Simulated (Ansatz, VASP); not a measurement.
One calculation of BaTiO3, two programs

```
CELL_PARAMETERS angstrom
4.01170 0.00000 0.00000
0.00000 4.01170 0.00000
0.00000 0.00000 4.15295
ATOMIC_POSITIONS crystal
Ba 0.00000 0.00000 0.99564
Ti 0.50000 0.50000 0.47753
O 0.50000 0.50000 0.03455
O 0.50000 0.00000 0.51764
O 0.00000 0.50000 0.51764
```

Alike in both runs: task single point; functional r2SCAN; k mesh 6 × 6 × 6; no spin polarisation.

|  | VASP | Ansatz |
| --- | --- | --- |
| version | VASP 6.6.1 | Ansatz 0.2.0 |
| potentials or method | VASP PAW PBE potentials, release 64 (Ba_sv, Ti_sv, O) | plane waves, PAW |
| plane-wave cutoff (eV) | 520 | 500 |
| occupations | gaussian, width 0.01 eV | fixed |
| valence electrons in the cell | 40 | 40 |

```tsv
	VASP	Ansatz	Ansatz less VASP
gap on the k mesh at the Fermi level (eV)	2.14	2.15	+0.015
pressure (GPa)	-3.1	-4.8	-1.74
traceless stress, the component that is largest in VASP (GPa)	0.17	0.06	-0.102
rms of the force components (eV/Å)	0.060	0.115	+0.0548
```

VASP's potentials were made for PBE, not for r2SCAN. Atom by atom the forces differ by 0.058 eV/Å (rms over components).

Neither program's run includes spin-orbit coupling.
